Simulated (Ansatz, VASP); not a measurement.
# One calculation of InGaAs2, two programs

File POSCAR:

```
InGaAs2
1.0
    4.0494501138      0.0000000000      0.0000000000
    0.0000000000      4.0494501138      0.0000000000
    0.0000000000      0.0000000000      5.9223026300
In Ga As
1 1 2
Direct
    0.0000000000      0.0000000000      0.5000000000
    0.5000000000      0.5000000000      0.0000000000
    0.5000000000      0.0000000000      0.7698871174
    0.0000000000      0.5000000000      0.2301128826
```

Contents of INCAR.step1:

```
PREC     = Accurate       # precision mode
ENCUT    = 520            # plane-wave cutoff, eV
ISMEAR   = 0              # smearing method
SIGMA    = 0.03           # smearing width, eV
LREAL    = F              # projectors in reciprocal space
LASPH    = T              # aspherical terms in the spheres
NELM     = 100            # most SCF steps
NBANDS   = 26             # bands
GGA      = PE             # functional
ALGO     = Normal         # electronic algorithm
EDIFF    = 1E-4           # SCF threshold, eV
LWAVE    = T              # write WAVECAR
LCHARG   = F              # write CHGCAR
```

File INCAR.step2:

```
PREC     = Accurate       # precision mode
ENCUT    = 520            # plane-wave cutoff, eV
EDIFF    = 1E-6           # SCF threshold, eV
ISMEAR   = 0              # smearing method
SIGMA    = 0.03           # smearing width, eV
LREAL    = F              # projectors in reciprocal space
LASPH    = T              # aspherical terms in the spheres
NELM     = 100            # most SCF steps
ALGO     = Normal         # electronic algorithm
ISIF     = 2              # what is computed and relaxed
LWAVE    = F              # write WAVECAR
LCHARG   = F              # write CHGCAR
METAGGA  = R2SCAN         # meta-GGA
LMIXTAU  = T            
NBANDS   = 26             # bands
ISTART   = 1
```

The input KPOINTS:

```
Automatic mesh
0
Gamma
  8 8 6
```

Input for Ansatz:

```yaml
crystal:
  lattice:
    - [4.0494501138, 0.0, 0.0]
    - [0.0, 4.0494501138, 0.0]
    - [0.0, 0.0, 5.92230263]
  atoms:
    - { symbol: In, position: [0.0, 0.0, 0.5] }
    - { symbol: Ga, position: [0.5, 0.5, 0.0] }
    - { symbol: As, position: [0.5, 0.0, 0.7698871174] }
    - { symbol: As, position: [0.0, 0.5, 0.2301128826] }
basis:
  ecutwfc: 500
kpoints:
  mp_grid: { grid: [8, 8, 6] }
hamiltonian:
  xc: r2scan
scf:
  occupations: { method: gaussian, width: 0.03 }
output:
  forces: true
  stress: true
  eigenvalues: true
```

Change from the starting cell: strain -0.025 along x and y, +0.000 along z, atoms carried along.

Alike in both runs: task single point; functional r2SCAN; k mesh 8 × 8 × 6; occupations gaussian, width 0.03 eV; no spin polarisation.

|  | VASP | Ansatz |
| --- | --- | --- |
| version | VASP 6.6.1 | Ansatz 0.2.0 |
| potentials or method | VASP PAW PBE potentials, release 64 (In_d, Ga_d, As), cutoff 520 eV | scalar-relativistic, plane waves, PAW |
| valence electrons in the cell | 36 | 56 |

|  | VASP | Ansatz | Ansatz less VASP |
| --- | --- | --- | --- |
| gap on the k mesh at the Fermi level (eV) | 0.56 | 0.57 | +0.010 |
| least direct gap on the mesh (eV) | 0.56 | 0.57 | +0.010 |
| pressure (GPa) | 3.6 | 3.6 | -0.05 |
| traceless stress, the component that is largest in VASP (GPa) | -0.85 | -0.83 | +0.016 |
| rms of the force components (eV/Å) | 0.017 | 0.019 | +0.0025 |

VASP's potentials were made for PBE, not for r2SCAN. Atom by atom the forces differ by 0.003 eV/Å (rms over components). With one functional, cell and mesh, what is left measures potentials, basis and numerics. VASP's potentials hold 36 valence electrons a cell and Ansatz's 56, so a difference there can come from the potentials and not from the codes.
